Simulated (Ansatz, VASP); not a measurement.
## ZnS in VASP and in Ansatz

The input POSCAR:

```
ZnS
1.0
    0.0000000000      2.6776035000      2.7046500000
    2.7316965000      0.0000000000      2.7046500000
    2.7316965000      2.6776035000      0.0000000000
Zn S
1 1
Direct
    0.0000000000      0.0000000000      0.0000000000
    0.7500000000      0.7500000000      0.7500000000
```

Contents of INCAR.step1:

```
  PREC = Accurate
  ENCUT = 520
  ISMEAR = 0
  SIGMA = 0.05
  LREAL = False
  LASPH = True
  NELM = 100
  NBANDS = 16
  GGA = PE
  ALGO = Normal
  EDIFF = 1E-4
  LWAVE = True
  LCHARG = False
```

File INCAR.step2:

```
  PREC = Accurate
  ENCUT = 520
  EDIFF = 1E-6
  ISMEAR = 0
  SIGMA = 0.05
  LREAL = False
  LASPH = True
  NELM = 100
  ALGO = Normal
  ISIF = 2
  LWAVE = False
  LCHARG = True
  METAGGA = R2SCAN
  LMIXTAU = True
  LELF = True
  LVHAR = True
  NBANDS = 16
  ISTART = 1
```

Contents of KPOINTS:

```
regular mesh
0
Gamma
  8 8 8
```

Input for Ansatz:

```yaml
crystal:
  lattice:
    - [0.0, 2.6776035, 2.70465]
    - [2.7316965, 0.0, 2.70465]
    - [2.7316965, 2.6776035, 0.0]
  atoms:
    - { symbol: Zn, position: [0.0, 0.0, 0.0] }
    - { symbol: S, position: [0.75, 0.75, 0.75] }
basis:
  ecutwfc: 500
kpoints:
  mp_grid: { grid: [8, 8, 8] }
hamiltonian:
  xc: r2scan
scf:
  occupations: { method: gaussian, width: 0.05 }
output:
  forces: true
  stress: true
  eigenvalues: true
  write_density: true
  write_potential: true
  elf: true
  volumetric_format: npy
```

Change from the starting cell: strain +0.0100 x Voigt [1, -1, 0, 0, 0, 0], atoms carried along.

Alike in both runs: task single point; functional r2SCAN; k mesh 8 × 8 × 8; occupations gaussian, width 0.05 eV; no spin polarisation.

|  | VASP | Ansatz |
| --- | --- | --- |
| version | VASP 6.6.1 | Ansatz 0.2.0 |
| potentials or method | VASP PAW PBE potentials, release 64 (Zn, S), cutoff 520 eV | scalar-relativistic, plane waves, PAW |
| valence electrons in the cell | 18 | 18 |

|  | VASP | Ansatz | Ansatz less VASP |
| --- | --- | --- | --- |
| gap on the k mesh at the Fermi level (eV) | 2.63 | 2.62 | -0.010 |
| least direct gap on the mesh (eV) | 2.63 | 2.62 | -0.010 |
| pressure (GPa) | -0.9 | -0.9 | 0.00 |
| traceless stress, the component that is largest in VASP (GPa) | -0.45 | -0.44 | +0.002 |

VASP's potentials were made for PBE, not for r2SCAN.
